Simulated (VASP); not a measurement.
Set up this calculation in VASP 6.6.1, as the native input.

```yaml
Task: relaxation of cell and atoms
Functional: PBE
Potentials_or_basis: VASP PAW PBE potentials, release 64 (Ta_pv, Si)
Cutoff: 600 eV
k_mesh: 12 × 12 × 12
Occupations: gaussian, width 0.1 eV
Spin: no spin polarisation
Dipole_correction: no
Further_INCAR_settings: ALGO = Normal; EDIFF = 1e-06; IBRION = 2; EDIFFG = -0.01; NSW = 100; ISIF = 3
```

The structure of TaSi3 lies in POSCAR:

```
TaSi3
1.0
    3.8915199353      0.0000000000      0.0000000000
    0.0000000000      3.8915199353      0.0000000000
    0.0000000000      0.0000000000      3.8915199353
Ta Si
1 3
Direct
    0.5000000000      0.5000000000      0.5000000000
    0.5000000000      0.0000000000      0.0000000000
    0.0000000000      0.5000000000      0.0000000000
    0.0000000000      0.0000000000      0.5000000000
```

The cell was built from a structure type or drawn by symmetry, and may not be a known phase.

The input as run:

INCAR

```
SYSTEM = TaSi3
PREC     = Accurate       ! precision mode
ENCUT    = 600            ! plane-wave cutoff, eV
EDIFF    = 1E-6           ! SCF threshold, eV
ISMEAR   = 0              ! smearing method
SIGMA    = 0.1            ! smearing width, eV
LREAL    = .False.        ! projectors in reciprocal space
LASPH    = .True.         ! aspherical terms in the spheres
NELM     = 80             ! most SCF steps
ALGO     = Normal         ! electronic algorithm
ISIF     = 3              ! what is computed and relaxed
LWAVE    = .False.        ! write WAVECAR
LCHARG   = .False.        ! write CHGCAR
GGA      = PE             ! functional
IBRION   = 2              ! ionic algorithm
NSW      = 100            ! ionic steps
EDIFFG   = -0.01          ! ionic threshold
```

KPOINTS

```
Automatic mesh
0
Gamma
  12 12 12
  0 0 0
```

Potentials or basis: VASP PAW PBE potentials, release 64 (Ta_pv, Si).

The run is started by

```console
$ cat potpaw_PBE.64/Ta_pv/POTCAR potpaw_PBE.64/Si/POTCAR > POTCAR
$ mpirun -np 1 vasp_std > vasp.out
```

It gave:

* Pressure after relaxing: 0.0 GPa
* Band gap on the k mesh: zero (an odd number of electrons rules out a gap without spin polarisation)

Caveat: the relaxation stopped at its first step, so nothing moved; spin-orbit coupling is left out, which moves the levels of the heavy elements.

It took 66 s on 1 thread of Intel Xeon 8259CL (shared host), peak memory 0.24 GiB.
